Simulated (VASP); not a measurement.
# CeO2 (Fm-3m) in VASP: notebook

Runs on CeO2. Level: PBE. Tasks: single point.

Everything below comes from runs of VASP 6.6.1. Logs are shortened: lines on timing, memory, paths and dates and some standing lists are left out, and cuts for length are marked.

## 1. The cell of the first run

It takes space group Fm-3m (No. 225, cubic). The conventional cell has a = 5.295 Å, b = 5.295 Å, c = 5.295 Å, α = 90.00°, β = 90.00°, γ = 90.00°. Ce (site symmetry m-3m) has 8 O at 2.29 Å within 3.0 Å. O (site symmetry -43m) has 4 Ce at 2.29 Å and 6 O at 2.65 Å within 3.0 Å.

## 2. Single point, PBE (12.37 Å³/atom)

File INCAR:

```
  PREC = Accurate
  ENCUT = 520
  EDIFF = 1E-6
  ISMEAR = 0
  SIGMA = 0.02
  LREAL = F
  LASPH = T
  NELM = 80
  ALGO = Normal
  ISIF = 2
  LWAVE = F
  LCHARG = F
  GGA = PE
  NBANDS = 19
```

File KPOINTS:

```
Automatic mesh
0
Gamma
  8 8 8
```

File POSCAR:

```
CeO2
1.0
    0.0000000000      2.6475902611      2.6475902611
    2.6475902611      0.0000000000      2.6475902611
    2.6475902611      2.6475902611      0.0000000000
Ce O
1 2
Direct
    0.0000000000      0.0000000000      0.0000000000
    0.2500000000      0.2500000000      0.2500000000
    0.7500000000      0.7500000000      0.7500000000
```

Potentials or basis: VASP PAW PBE potentials, release 64 (Ce, O).

Launch:

```sh
$ cat potpaw_PBE.64/Ce/POTCAR potpaw_PBE.64/O/POTCAR > POTCAR
$ mpirun -np 1 vasp_std > vasp.out
```

OUTCAR:

```text
PREC = Accurate
   ENCUT = 520
   EDIFF = 1E-6
   ISMEAR = 0
   LREAL = F
   LASPH = T
   NELM = 80
   ISIF = 2
   GGA = PE

 ion  position               nearest neighbor table
   1  0.000  0.000  0.000-   2 2.29   3 2.29   3 2.29   3 2.29   3 2.29   2 2.29   2 2.29   2 2.29

   2  0.250  0.250  0.250-   1 2.29   1 2.29   1 2.29   1 2.29
   3  0.750  0.750  0.750-   1 2.29   1 2.29   1 2.29   1 2.29

  LATTYP: Found a face centered cubic cell.
 ALAT       =     5.2951805222

  Lattice vectors:

 A1 = (   0.0000000000,   2.6475902611,   2.6475902611)
 A2 = (   2.6475902611,   0.0000000000,   2.6475902611)
 A3 = (   2.6475902611,   2.6475902611,   0.0000000000)

Analysis of symmetry for initial positions (statically):
=====================================================================
 Subroutine PRICEL returns:
 Original cell was already a primitive cell.

 Routine SETGRP: Setting up the symmetry group for a
 face centered cubic supercell.

 Subroutine GETGRP returns: Found 48 space group operations
 (whereof 48 operations were pure point group operations)
 out of a pool of 48 trial point group operations.

The static configuration has the point symmetry O_h .

Analysis of symmetry for dynamics (positions and initial velocities):
=====================================================================
 Subroutine PRICEL returns:
 Original cell was already a primitive cell.

 Routine SETGRP: Setting up the symmetry group for a
 face centered cubic supercell.

 Subroutine GETGRP returns: Found 48 space group operations
 (whereof 48 operations were pure point group operations)
 out of a pool of 48 trial point group operations.

The dynamic configuration has the point symmetry O_h .

 Subroutine INISYM returns: Found 48 space group operations
 (whereof 48 operations are pure point group operations),
 and found     1 'primitive' translations

----------------------------------------------------------------------------------------

                                     Primitive cell

  volume of cell :      37.1178

  direct lattice vectors                    reciprocal lattice vectors
     0.000000000  2.647590261  2.647590261    -0.188850974  0.188850974  0.188850974
     2.647590261  0.000000000  2.647590261     0.188850974 -0.188850974  0.188850974
     2.647590261  2.647590261  0.000000000     0.188850974  0.188850974 -0.188850974

  length of vectors
     3.744258055  3.744258055  3.744258055     0.327099482  0.327099482  0.327099482

  position of ions in fractional coordinates (direct lattice)
     0.000000000  0.000000000  0.000000000
     0.250000000  0.250000000  0.250000000
     0.750000000  0.750000000  0.750000000

  ion indices of the primitive-cell ions
   primitive index   ion index
                 1           1
                 2           2
                 3           3

----------------------------------------------------------------------------------------

 KPOINTS: Automatic mesh

Automatic generation of k-mesh.
 Grid dimensions read from file:
 generate k-points for:    8    8    8

 Generating k-lattice:

  Cartesian coordinates                     Fractional coordinates (reciprocal lattice)
    -0.023606372  0.023606372  0.023606372     0.125000000  0.000000000  0.000000000
     0.023606372 -0.023606372  0.023606372     0.000000000  0.125000000  0.000000000
     0.023606372  0.023606372 -0.023606372     0.000000000  0.000000000  0.125000000

  Length of vectors
     0.040887435  0.040887435  0.040887435

  Shift w.r.t. Gamma in fractional coordinates (k-lattice)
     0.000000000  0.000000000  0.000000000

 Subroutine IBZKPT returns following result:
 ===========================================

 Found     29 irreducible k-points:

 Following reciprocal coordinates:
            Coordinates               Weight
  0.000000  0.000000  0.000000      1.000000
  0.125000  0.000000  0.000000      8.000000
  0.250000  0.000000  0.000000      8.000000
  0.375000  0.000000  0.000000      8.000000
  0.500000  0.000000  0.000000      4.000000
  0.125000  0.125000  0.000000      6.000000
[... 16 lines left out ...]
  0.500000  0.250000  0.125000     48.000000
 -0.375000  0.250000  0.125000     24.000000
 [... further k-points ...]
   k-points           NKPTS =     29   k-points in BZ     NKDIM =     29   number of bands    NBANDS=     19
   number of dos      NEDOS =    301   number of ions     NIONS =      3
   total plane-waves  NPLWV =  21952
   dimension x,y,z NGX =    28 NGY =   28 NGZ =   28
   dimension x,y,z NGXF=    56 NGYF=   56 NGZF=   56
   ions per type =               1   2
   NGX,Y,Z   is equivalent  to a cutoff of  12.43, 12.43, 12.43 a.u.
   NGXF,Y,Z  is equivalent  to a cutoff of  24.86, 24.86, 24.86 a.u.
 SYSTEM =  unknown system
   PREC   = accura    normal or accurate (medium, high low for compatibility)
   ISTART =      0    job   : 0-new  1-cont  2-samecut
   ICHARG =      2    charge: 1-file 2-atom 10-const
   ISPIN  =      1    spin polarized calculation?
   LNONCOLLINEAR =      F non collinear calculations
   LSORBIT =      F    spin-orbit coupling
   LASPH  =      T    aspherical Exc in radial PAW
   ENCUT  =  520.0 eV  38.22 Ry    6.18 a.u.   6.96  6.96  6.96*2*pi/ulx,y,z
   NELM   =     80;   NELMIN=  2; NELMDL= -5     # of ELM steps
   EDIFF  = 0.1E-05   stopping-criterion for ELM
   LREAL  =      F    real-space projection
   EDIFFG = 0.1E-04   stopping-criterion for IOM
   NSW    =      0    number of steps for IOM
   IBRION =     -1    ionic relax: 0-MD 1-quasi-New 2-CG
   NFREE  =      0    steps in history (QN), initial steepest desc. (CG)
   ISIF   =      2    stress and relaxation
   ISYM   =      2    0-nonsym 1-usesym 2-fastsym
   POTIM  = 0.5000    time-step for ionic-motion
   TEBEG  =    0.0;   TEEND  =   0.0 temperature during run
   PSTRESS=    0.0 pullay stress
   NELECT =      24.0000    total number of electrons
   NUPDOWN=      -1.0000    fix difference up-down
   EMIN   =  10.00;   EMAX   =-10.00  energy-range for DOS
   EFERMI =   0.00;   METHOD = LEGACY
   ISMEAR =     0;   SIGMA  =   0.02  broadening in eV -4-tet -1-fermi 0-gaus
   EFERMI_NEDOS =   21; number of points for ismear=-14 and -15
   IALGO  =     38    algorithm
   IMIX   =      4    mixing-type and parameters
     AMIX     =   0.40;   BMIX     =  1.00
     AMIX_MAG =   1.60;   BMIX_MAG =  1.00
  volume/ion in A,a.u.               =      12.37        83.49
  Fermi-wavevector in a.u.,A,eV,Ry     =   1.415634  2.675161 27.266362  2.004021
  Thomas-Fermi vector in A             =   2.537053
   LORBIT       =      0    0 simple, 1 ext, 2 COOP (PROOUT), +10 PAW based schemes
   GGA     = PE    functional components
   LHFCALC =     F    Hartree Fock is set to
   AEXX    =    0.0000 exact exchange contribution
   IVDW    =     0    specifies the selected vdW correction
   LEPSILON=     F    determine dielectric tensor
   LRPA    =     F    only Hartree local field effects (RPA)
 non-spin polarized calculation
 Gauss-broadening in eV      SIGMA  =   0.02
  energy-cutoff  :      520.00
  volume of cell :       37.12
 maximum number of plane-waves:      1012
   NGX = 13   NGY = 13   NGZ = 13

 number of electron      24.0000014 magnetization

 Free energy of the ion-electron system (eV)
  ---------------------------------------------------
  ext. energy  EPLUGINS =         0.00000000
  ---------------------------------------------------
  free energy    TOTEN  =       -26.01174842 eV

  energy without entropy =      -26.01174842  energy(sigma->0) =      -26.01174842

 E-fermi :   6.1772     XC(G=0): -11.6822

 val. band max:        6.0679959377   @ k =  -0.2500   0.2500   0.0000
 cond. band min:       8.2072442233   @ k =   0.5000   0.0000   0.0000
 fundamental gap:      2.1392482856
 Fermi energy:         6.1771903570

 k-point     1 :       0.0000    0.0000    0.0000
  band No.  band energies     occupation
      1     -26.2742      2.00000
      2     -10.4189      2.00000
      3      -9.5049      2.00000
      4      -8.3286      2.00000
      5      -8.3286      2.00000
      6      -8.3286      2.00000
[... 11 lines left out ...]
     18       9.3267      0.00000
     19       9.3267      0.00000

 k-point     2 :       0.1250    0.0000    0.0000
  band No.  band energies     occupation
      1     -26.2334      2.00000
      2     -10.9931      2.00000
      3      -9.6435      2.00000
      4      -8.3771      2.00000
      5      -8.3771      2.00000
      6      -7.7566      2.00000
[... 11 lines left out ...]
     18       9.2235      0.00000
     19       9.2235      0.00000

 k-point     3 :       0.2500    0.0000    0.0000
  band No.  band energies     occupation
      1     -26.1322      2.00000
      2     -11.9044      2.00000
      3      -9.9799      2.00000
      4      -8.4898      2.00000
      5      -8.4898      2.00000
      6      -6.7917      2.00000
[... 11 lines left out ...]
     18       9.1154      0.00000
     19       9.1154      0.00000

 k-point     4 :       0.3750    0.0000    0.0000
  band No.  band energies     occupation
      1     -26.0273      2.00000
      2     -12.5938      2.00000
      3     -10.2748      2.00000
      4      -8.5971      2.00000
      5      -8.5971      2.00000
      6      -6.0248      2.00000
[... 11 lines left out ...]
     18       9.1333      0.00000
     19       9.1738      0.00000

 k-point     5 :       0.5000    0.0000    0.0000
  band No.  band energies     occupation
      1     -25.9827      2.00000
      2     -12.8474      2.00000
      3     -10.3863      2.00000
      4      -8.6400      2.00000
      5      -8.6400      2.00000
      6      -5.7336      2.00000
[... 11 lines left out ...]
     18       9.1706      0.00000
     19       9.2612      0.00000

 k-point     6 :       0.1250    0.1250    0.0000
  band No.  band energies     occupation
      1     -26.2198      2.00000
      2     -11.1373      2.00000
      3      -9.6506      2.00000
      4      -8.4535      2.00000
      5      -8.4535      2.00000
      6      -7.5320      2.00000
[... 11 lines left out ...]
     18       9.2428      0.00000
     19       9.2428      0.00000

 k-point     7 :       0.2500    0.1250    0.0000
  band No.  band energies     occupation
      1     -26.1385      2.00000
      2     -11.8047      2.00000
      3     -10.0577      2.00000
      4      -8.5837      2.00000
      5      -8.3318      2.00000
      6      -6.8669      2.00000
[... 11 lines left out ...]
     18       9.0623      0.00000
     19       9.1415      0.00000

 k-point     8 :       0.3750    0.1250    0.0000
  band No.  band energies     occupation
      1     -26.0342      2.00000
      2     -12.4250      2.00000
      3     -10.6130      2.00000
      4      -8.6887      2.00000
      5      -8.1166      2.00000
      6      -6.2560      2.00000
[... 256 lines left out ...]
 k-point    20 :      -0.3750    0.3750    0.0000
  band No.  band energies     occupation
      1     -25.8918      2.00000
      2     -12.7548      2.00000
      3     -11.6928      2.00000
      4      -8.9553      2.00000
      5      -7.6159      2.00000
      6      -5.6642      2.00000
[... 11 lines left out ...]
     18       8.8979      0.00000
     19       9.5275      0.00000

 k-point    21 :       0.5000    0.5000    0.0000
  band No.  band energies     occupation
      1     -25.8835      2.00000
      2     -13.2010      2.00000
      3     -10.3782      2.00000
      4      -9.0991      2.00000
      5      -9.0991      2.00000
      6      -4.8584      2.00000
[... 11 lines left out ...]
     18       8.9645      0.00000
     19       9.6134      0.00000

 k-point    22 :       0.3750    0.2500    0.1250
  band No.  band energies     occupation
      1     -26.0553      2.00000
      2     -12.2357      2.00000
      3     -10.6591      2.00000
      4      -8.6588      2.00000
      5      -8.0366      2.00000
      6      -6.4435      2.00000
[... 11 lines left out ...]
     18       8.9420      0.00000
     19       9.1221      0.00000

 k-point    23 :       0.5000    0.2500    0.1250
  band No.  band energies     occupation
      1     -25.9697      2.00000
      2     -12.5199      2.00000
      3     -11.3302      2.00000
      4      -8.7814      2.00000
      5      -7.5260      2.00000
      6      -6.2335      2.00000
[... 11 lines left out ...]
     18       8.9275      0.00000
     19       9.2735      0.00000

 k-point    24 :      -0.3750    0.2500    0.1250
  band No.  band energies     occupation
      1     -25.9334      2.00000
      2     -12.6077      2.00000
      3     -11.6004      2.00000
      4      -8.8352      2.00000
      5      -7.3163      2.00000
      6      -6.1697      2.00000
[... 11 lines left out ...]
     18       8.9187      0.00000
     19       9.3679      0.00000

 [... further k-points ...]

------------------------ aborting loop because EDIFF is reached ----------------------------------------

  FORCE on cell =-STRESS in cart. coord.  units (eV):
  Direction    XX          YY          ZZ          XY          YZ          ZX
  --------------------------------------------------------------------------------------
  -------------------------------------------------------------------------------------
  Total        4.6715837      4.6715837      4.6715837     -0.0000000      0.0000000      0.0000000
  in kB      201.6472939    201.6472939    201.6472939     -0.0000000      0.0000000      0.0000000
  external PRESSURE =     201.6472939 kB  Pullay stress =       0.0000000 kB

 VOLUME and BASIS-vectors are now :
 -----------------------------------------------------------------------------
  energy-cutoff  :      520.00
  volume of cell :       37.12
      direct lattice vectors                 reciprocal lattice vectors
     0.000000000  2.647590261  2.647590261    -0.188850974  0.188850974  0.188850974
     2.647590261  0.000000000  2.647590261     0.188850974 -0.188850974  0.188850974
     2.647590261  2.647590261  0.000000000     0.188850974  0.188850974 -0.188850974

 POSITION                                       TOTAL-FORCE (eV/Angst)
 -----------------------------------------------------------------------------------
      0.00000      0.00000      0.00000        -0.000000     -0.000000     -0.000000
      1.32380      1.32380      1.32380        -0.000000      0.000000      0.000000
      3.97139      3.97139      3.97139         0.000000     -0.000000     -0.000000
 -----------------------------------------------------------------------------------
    total drift:                                0.000000      0.000000      0.000000

  FREE ENERGIE OF THE ION-ELECTRON SYSTEM (eV)
  ---------------------------------------------------
  free  energy   TOTEN  =       -26.0117484206 eV

  energy  without entropy=      -26.0117484206  energy(sigma->0) =      -26.01174842
```

Wall time 57 s (1 thread of Intel Xeon Platinum 8375C at 2.90GHz (Ice Lake), shared host); peak memory 0.18 GiB.

Results:

| Property | Result |
| --- | --- |
| Free energy | -26.0117 eV |
| Pressure | 20.2 GPa |
| Band gap on the k mesh | 2.14 eV (least direct gap 2.27 eV) |

Levels at points of the mesh, in eV from the valence-band top:
| k point | band 9 | band 10 | band 11 | band 12 | band 13 | band 14 | band 15 | band 16 |
| --- | --- | --- | --- | --- | --- | --- | --- | --- |
| (0.00, 0.00, 0.00) | -4.29 | -0.75 | -0.75 | -0.75 | 2.53 | 2.53 | 2.53 | 2.84 |
| (0.50, 0.00, 0.00) | -1.32 | -1.30 | -0.85 | -0.85 | 2.14 | 2.37 | 2.37 | 2.54 |
| (0.50, 0.50, 0.00) | -1.17 | -0.97 | -0.97 | -0.77 | 2.18 | 2.32 | 2.32 | 2.52 |

Caveat: the cell stands under pressure; spin-orbit coupling is left out, which moves the levels of the heavy elements. A k mesh can miss the band edges.

(Continued in part 2 of 2.)
